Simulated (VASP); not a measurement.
# Ti (Fm-3m) in VASP: settings compared

Ti is run at these levels: PBE+D3(BJ), PBE+D4; tasks: single point.

Everything below comes from runs of VASP 6.6.1. Logs are shortened: lines on timing, memory, paths and dates and some standing lists are left out, and cuts for length are marked.

## (1) The cell of the first run

The structure is cubic, space group Fm-3m (No. 225). The conventional cell has a = 4.060 Å, b = 4.060 Å, c = 4.060 Å, α = 90.00°, β = 90.00°, γ = 90.00°. Ti (site symmetry m-3m) has 12 Ti at 2.87 Å within 3.8 Å.

## (2) Single point, PBE+D3(BJ), collinear spin, zero start

Input file INCAR:

```
SYSTEM = Ti
  ALGO = Normal
  EDIFF = 1E-6
  ENCUT = 520
  GGA = PE
  ISIF = 2
  ISMEAR = 0
  ISPIN = 2
  IVDW = 12
  LASPH = .True.
  LCHARG = .True.
  LELF = .True.
  LMAXMIX = 4
  LORBIT = 11
  LREAL = .False.
  LVHAR = .True.
  LWAVE = .False.
  MAGMOM = 0
  NBANDS = 16
  NELM = 150
  PREC = Accurate
  SIGMA = 0.1
```

Input file KPOINTS:

```
k-points
0
Gamma
  6 6 6
  0 0 0
```

Input file POSCAR:

```
Ti
1.0
    0.0000000000      2.0300000000      2.0300000000
    2.0300000000      0.0000000000      2.0300000000
    2.0300000000      2.0300000000      0.0000000000
Ti
1
Direct
    0.0000000000      0.0000000000      0.0000000000
```

Potentials or basis: VASP PAW PBE potentials, release 64 (Ti_sv).

Launch:

```sh
> cat potpaw_PBE.64/Ti_sv/POTCAR > POTCAR
> mpirun -np 1 vasp_std > vasp.out
```

OUTCAR:

```text
SYSTEM = Ti
   EDIFF = 1E-6
   ENCUT = 520
   GGA = PE
   ISIF = 2
   ISMEAR = 0
   ISPIN = 2
   IVDW = 12
   LASPH = .True.
   LORBIT = 11
   LREAL = .False.
   NELM = 150
   PREC = Accurate
 IVDW          = 12

 ion  position               nearest neighbor table
   1  0.000  0.000  0.000-

  LATTYP: Found a face centered cubic cell.
 ALAT       =     4.0600000000

  Lattice vectors:

 A1 = (   0.0000000000,   2.0300000000,   2.0300000000)
 A2 = (   2.0300000000,   0.0000000000,   2.0300000000)
 A3 = (   2.0300000000,   2.0300000000,   0.0000000000)

Analysis of symmetry for initial positions (statically):
=====================================================================
 Subroutine PRICEL returns:
 Original cell was already a primitive cell.

 Routine SETGRP: Setting up the symmetry group for a
 face centered cubic supercell.

 Subroutine GETGRP returns: Found 48 space group operations
 (whereof 48 operations were pure point group operations)
 out of a pool of 48 trial point group operations.

The static configuration has the point symmetry O_h .

Analysis of symmetry for dynamics (positions and initial velocities):
=====================================================================
 Subroutine PRICEL returns:
 Original cell was already a primitive cell.

 Routine SETGRP: Setting up the symmetry group for a
 face centered cubic supercell.

 Subroutine GETGRP returns: Found 48 space group operations
 (whereof 48 operations were pure point group operations)
 out of a pool of 48 trial point group operations.

The dynamic configuration has the point symmetry O_h .

Analysis of structural, dynamic, and magnetic symmetry:
=====================================================================
 Subroutine PRICEL returns:
 Original cell was already a primitive cell.

 Routine SETGRP: Setting up the symmetry group for a
 face centered cubic supercell.

 Subroutine GETGRP returns: Found 48 space group operations
 (whereof 48 operations were pure point group operations)
 out of a pool of 48 trial point group operations.

The overall configuration has the point symmetry O_h .

 Subroutine INISYM returns: Found 48 space group operations
 (whereof 48 operations are pure point group operations),
 and found     1 'primitive' translations

----------------------------------------------------------------------------------------

                                     Primitive cell

  volume of cell :      16.7309

  direct lattice vectors                    reciprocal lattice vectors
     0.000000000  2.030000000  2.030000000    -0.246305419  0.246305419  0.246305419
     2.030000000  0.000000000  2.030000000     0.246305419 -0.246305419  0.246305419
     2.030000000  2.030000000  0.000000000     0.246305419  0.246305419 -0.246305419

  length of vectors
     2.870853532  2.870853532  2.870853532     0.426613499  0.426613499  0.426613499

  position of ions in fractional coordinates (direct lattice)
     0.000000000  0.000000000  0.000000000

  ion indices of the primitive-cell ions
   primitive index   ion index
                 1           1

----------------------------------------------------------------------------------------

 KPOINTS: k-points

Automatic generation of k-mesh.
 Grid dimensions read from file:
 generate k-points for:    6    6    6

 Generating k-lattice:

  Cartesian coordinates                     Fractional coordinates (reciprocal lattice)
    -0.041050903  0.041050903  0.041050903     0.166666667  0.000000000  0.000000000
     0.041050903 -0.041050903  0.041050903     0.000000000  0.166666667  0.000000000
     0.041050903  0.041050903 -0.041050903     0.000000000  0.000000000  0.166666667

  Length of vectors
     0.071102250  0.071102250  0.071102250

  Shift w.r.t. Gamma in fractional coordinates (k-lattice)
     0.000000000  0.000000000  0.000000000

 Subroutine IBZKPT returns following result:
 ===========================================

 Found     16 irreducible k-points:

 Following reciprocal coordinates:
            Coordinates               Weight
  0.000000  0.000000  0.000000      1.000000
  0.166667  0.000000  0.000000      8.000000
  0.333333  0.000000  0.000000      8.000000
  0.500000  0.000000  0.000000      4.000000
  0.166667  0.166667  0.000000      6.000000
  0.333333  0.166667  0.000000     24.000000
[... 8 lines left out ...]
 -0.333333  0.333333  0.166667     24.000000
 -0.333333  0.500000  0.166667     12.000000
   k-points           NKPTS =     16   k-points in BZ     NKDIM =     16   number of bands    NBANDS=     16
   number of dos      NEDOS =    301   number of ions     NIONS =      1
   total plane-waves  NPLWV =  13824
   dimension x,y,z NGX =    24 NGY =   24 NGZ =   24
   dimension x,y,z NGXF=    48 NGYF=   48 NGZF=   48
   ions per type =               1
   NGX,Y,Z   is equivalent  to a cutoff of  13.90, 13.90, 13.90 a.u.
   NGXF,Y,Z  is equivalent  to a cutoff of  27.80, 27.80, 27.80 a.u.
 SYSTEM =  Ti
   PREC   = accura    normal or accurate (medium, high low for compatibility)
   ISTART =      0    job   : 0-new  1-cont  2-samecut
   ICHARG =      2    charge: 1-file 2-atom 10-const
   ISPIN  =      2    spin polarized calculation?
   LNONCOLLINEAR =      F non collinear calculations
   LSORBIT =      F    spin-orbit coupling
   LASPH  =      T    aspherical Exc in radial PAW
   ENCUT  =  520.0 eV  38.22 Ry    6.18 a.u.   5.34  5.34  5.34*2*pi/ulx,y,z
   NELM   =    150;   NELMIN=  2; NELMDL= -5     # of ELM steps
   EDIFF  = 0.1E-05   stopping-criterion for ELM
   LREAL  =      F    real-space projection
   EDIFFG = 0.1E-04   stopping-criterion for IOM
   NSW    =      0    number of steps for IOM
   IBRION =     -1    ionic relax: 0-MD 1-quasi-New 2-CG
   NFREE  =      0    steps in history (QN), initial steepest desc. (CG)
   ISIF   =      2    stress and relaxation
   ISYM   =      2    0-nonsym 1-usesym 2-fastsym
   POTIM  = 0.5000    time-step for ionic-motion
   TEBEG  =    0.0;   TEEND  =   0.0 temperature during run
   PSTRESS=    0.0 pullay stress
   NELECT =      12.0000    total number of electrons
   NUPDOWN=      -1.0000    fix difference up-down
   EMIN   =  10.00;   EMAX   =-10.00  energy-range for DOS
   EFERMI =   0.00;   METHOD = LEGACY
   ISMEAR =     0;   SIGMA  =   0.10  broadening in eV -4-tet -1-fermi 0-gaus
   EFERMI_NEDOS =   21; number of points for ismear=-14 and -15
   IALGO  =     38    algorithm
   IMIX   =      4    mixing-type and parameters
     AMIX     =   0.40;   BMIX     =  1.00
     AMIX_MAG =   1.60;   BMIX_MAG =  1.00
  volume/ion in A,a.u.               =      16.73       112.91
  Fermi-wavevector in a.u.,A,eV,Ry     =   1.465421  2.769245 29.217967  2.147460
  Thomas-Fermi vector in A             =   2.581280
   LORBIT       =     11    0 simple, 1 ext, 2 COOP (PROOUT), +10 PAW based schemes
   GGA     = PE    functional components
   LHFCALC =     F    Hartree Fock is set to
   AEXX    =    0.0000 exact exchange contribution
   IVDW    =    12    specifies the selected vdW correction
   LEPSILON=     F    determine dielectric tensor
   LRPA    =     F    only Hartree local field effects (RPA)
 spin polarized calculation
 Gauss-broadening in eV      SIGMA  =   0.10
  energy-cutoff  :      520.00
  volume of cell :       16.73
 maximum number of plane-waves:       464
 NGX is ok and might be reduce to    24
   NGX = 11   NGY = 11   NGZ = 11

 number of electron      12.0000002 magnetization      -0.0000003

 number of electron      12.0000002 magnetization       0.0000364

 Free energy of the ion-electron system (eV)
  ---------------------------------------------------
  ext. energy  EPLUGINS =         0.00000000
  ---------------------------------------------------
  free energy    TOTEN  =        -7.76888734 eV

  energy without entropy =       -7.75527831  energy(sigma->0) =       -7.76208282

 E-fermi :   8.5935     XC(G=0): -11.6794

 val. band max:        8.5417315644   @ k =  -0.3333   0.3333   0.1667
 cond. band min:       8.6263994301   @ k =   0.3333   0.0000   0.0000
 fundamental gap:      0.0846678657
 Fermi energy:         8.5935401696

 spin component 1

 k-point     1 :       0.0000    0.0000    0.0000
  band No.  band energies     occupation
      1     -48.0511      1.00000
      2     -23.8636      1.00000
      3     -23.8636      1.00000
      4     -23.8636      1.00000
      5       2.4384      1.00000
      6       9.5036      0.00000
[... 8 lines left out ...]
     15      32.6038      0.00000
     16      33.9666      0.00000
[... 267 lines left out ...]
 k-point    16 :      -0.3333    0.5000    0.1667
  band No.  band energies     occupation
      1     -47.8629      1.00000
      2     -24.4572      1.00000
      3     -24.2384      1.00000
      4     -24.1354      1.00000
      5       6.6680      1.00000
      6       7.4386      1.00000
[... 8 lines left out ...]
     15      32.8262      0.00000
     16      34.5466      0.00000
 Fermi energy:         8.5935401696

 spin component 2

 k-point     1 :       0.0000    0.0000    0.0000
  band No.  band energies     occupation
      1     -48.0511      1.00000
      2     -23.8636      1.00000
      3     -23.8636      1.00000
      4     -23.8636      1.00000
      5       2.4383      1.00000
      6       9.5036      0.00000
[... 8 lines left out ...]
     15      32.6037      0.00000
     16      33.9667      0.00000
[... 267 lines left out ...]
 k-point    16 :      -0.3333    0.5000    0.1667
  band No.  band energies     occupation
      1     -47.8629      1.00000
      2     -24.4572      1.00000
      3     -24.2384      1.00000
      4     -24.1354      1.00000
      5       6.6680      1.00000
      6       7.4386      1.00000
[... 8 lines left out ...]
     15      32.8261      0.00000
     16      34.5467      0.00000

------------------------ aborting loop because EDIFF is reached ----------------------------------------

 Edisp (eV)   -0.62562

 E8    (eV) :    -0.2971

  FORCE on cell =-STRESS in cart. coord.  units (eV):
  Direction    XX          YY          ZZ          XY          YZ          ZX
  --------------------------------------------------------------------------------------
  -------------------------------------------------------------------------------------
  Total      -0.15847    -0.15847    -0.15847    -0.00000     0.00000    -0.00000
  in kB     -15.17547   -15.17547   -15.17547    -0.00000     0.00000    -0.00000
  external pressure =      -15.18 kB  Pullay stress =        0.00 kB

 VOLUME and BASIS-vectors are now :
 -----------------------------------------------------------------------------
  energy-cutoff  :      520.00
  volume of cell :       16.73
      direct lattice vectors                 reciprocal lattice vectors
     0.000000000  2.030000000  2.030000000    -0.246305419  0.246305419  0.246305419
     2.030000000  0.000000000  2.030000000     0.246305419 -0.246305419  0.246305419
     2.030000000  2.030000000  0.000000000     0.246305419  0.246305419 -0.246305419

 POSITION                                       TOTAL-FORCE (eV/Angst)
 -----------------------------------------------------------------------------------
      0.00000      0.00000      0.00000         0.000000      0.000000     -0.000000
 -----------------------------------------------------------------------------------
    total drift:                               -0.000000      0.000000      0.000000

  FREE ENERGIE OF THE ION-ELECTRON SYSTEM (eV)
  ---------------------------------------------------
  free  energy   TOTEN  =        -8.3945122253 eV

  energy  without entropy=       -8.3809031986  energy(sigma->0) =       -8.38770771

 total charge

# of ion       s       p       d       tot
------------------------------------------
    1        2.254   6.131   1.910  10.295

 magnetization (x)

# of ion       s       p       d       tot
------------------------------------------
    1       -0.000   0.000   0.000   0.000
```

Run time: 19 s. Hardware: 1 thread of Intel Xeon 6975P-C, shared host; peak memory 0.16 GiB.

Results:

```yaml
Free_energy: -8.3945 eV
Pressure: -1.5 GPa
Band_gap_on_the_k_mesh: zero (filled and empty bands overlap)
Net_moment: 0.00 μB per cell
Valence_electrons_inside_the_program's_atomic_spheres: Ti 10.29
Dispersion_energy_per_atom: -0.626 eV
```

Levels at points of the mesh, in eV from the Fermi level:
Spin up:
```
           k point  band 3  band 4  band 5  band 6  band 7  band 8  band 9  band 10
(0.00, 0.00, 0.00)  -32.46  -32.46   -6.16    0.91    0.91    0.91    2.62     2.62
(0.50, 0.00, 0.00)  -32.55  -32.55   -2.65    0.76    0.79    0.79    3.75     3.75
(0.50, 0.50, 0.00)  -32.72  -32.72   -2.68   -1.79    3.04    3.74    4.04     4.04
```
Spin down:
| k point | band 3 | band 4 | band 5 | band 6 | band 7 | band 8 | band 9 | band 10 |
| --- | --- | --- | --- | --- | --- | --- | --- | --- |
| (0.00, 0.00, 0.00) | -32.46 | -32.46 | -6.16 | 0.91 | 0.91 | 0.91 | 2.62 | 2.62 |
| (0.50, 0.00, 0.00) | -32.55 | -32.55 | -2.65 | 0.76 | 0.79 | 0.79 | 3.75 | 3.75 |
| (0.50, 0.50, 0.00) | -32.72 | -32.72 | -2.68 | -1.79 | 3.04 | 3.74 | 4.04 | 4.04 |

Caveat: the k points lie up to 0.45 Å⁻¹ apart; three body term missing; pairwise dispersion overbinds metals, which lowers pressure and volume.

## (3) Single point, PBE+D4, collinear spin, ferromagnetic start

Input file INCAR:

```
  PREC = Accurate
  ENCUT = 520
  EDIFF = 1E-6
  ISMEAR = -4
  SIGMA = 0.1
  LREAL = F
  LASPH = T
  NELM = 150
  ALGO = Normal
  ISIF = 2
  LWAVE = F
  LCHARG = T
  ISPIN = 2
  MAGMOM = 4
  LORBIT = 11
  LMAXMIX = 4
  GGA = PE
  IVDW = 13
  LELF = T
  LVHAR = T
  NBANDS = 16
```

Input file KPOINTS:

```
Automatic mesh
0
Gamma
  6 6 6
```

POSCAR is that of step 2.

Potentials or basis: VASP PAW PBE potentials, release 64 (Ti_sv).

Launch:

```sh
> cat potpaw_PBE.64/Ti_sv/POTCAR > POTCAR
> mpirun -np 1 vasp_std > vasp.out
```

OUTCAR:

```text
PREC = Accurate
   ENCUT = 520
   EDIFF = 1E-6
   ISMEAR = -4
   LREAL = F
   LASPH = T
   NELM = 150
   ISIF = 2
   ISPIN = 2
   LORBIT = 11
   GGA = PE
   IVDW = 13

 ion  position               nearest neighbor table
   1  0.000  0.000  0.000-

  LATTYP: Found a face centered cubic cell.
 ALAT       =     4.0600000000

  Lattice vectors:

 A1 = (   0.0000000000,   2.0300000000,   2.0300000000)
 A2 = (   2.0300000000,   0.0000000000,   2.0300000000)
 A3 = (   2.0300000000,   2.0300000000,   0.0000000000)

[... 808 lines left out ...]
  --------------------------------------------------------------------------------------
  -------------------------------------------------------------------------------------
  Total       0.36705     0.36705     0.36705     0.00000     0.00000     0.00000
  in kB      35.14942    35.14942    35.14942     0.00000     0.00000     0.00000
  external pressure =       35.15 kB  Pullay stress =        0.00 kB

 VOLUME and BASIS-vectors are now :
 -----------------------------------------------------------------------------
  energy-cutoff  :      520.00
  volume of cell :       16.73
      direct lattice vectors                 reciprocal lattice vectors
     0.000000000  2.030000000  2.030000000    -0.246305419  0.246305419  0.246305419
     2.030000000  0.000000000  2.030000000     0.246305419 -0.246305419  0.246305419
     2.030000000  2.030000000  0.000000000     0.246305419  0.246305419 -0.246305419

 POSITION                                       TOTAL-FORCE (eV/Angst)
 -----------------------------------------------------------------------------------
      0.00000      0.00000      0.00000        -0.000000     -0.000000     -0.000000
 -----------------------------------------------------------------------------------
    total drift:                                0.000000      0.000000      0.000000

  FREE ENERGIE OF THE ION-ELECTRON SYSTEM (eV)
  ---------------------------------------------------
  free  energy   TOTEN  =        -7.9177517841 eV

  energy  without entropy=       -7.9177517841  energy(sigma->0) =       -7.91775178

 total charge

# of ion       s       p       d       tot
------------------------------------------
    1        2.254   6.134   1.904  10.292

 magnetization (x)

# of ion       s       p       d       tot
------------------------------------------
    1        0.000   0.000   0.001   0.001
```

Run time: 20 s. Hardware: 1 thread of Intel Xeon 6975P-C, shared host; peak memory 0.15 GiB.

Results:

```
Free energy                                           : -7.9178 eV
Pressure                                              : 3.5 GPa
Band gap on the k mesh                                : zero (filled and empty bands overlap)
Net moment                                            : 0.00 μB per cell
Valence electrons inside the program's atomic spheres : Ti 10.29
Dispersion energy per atom                            : -0.209 eV
```

Caveat: the k points lie up to 0.45 Å⁻¹ apart; pairwise dispersion overbinds metals, which lowers pressure and volume.
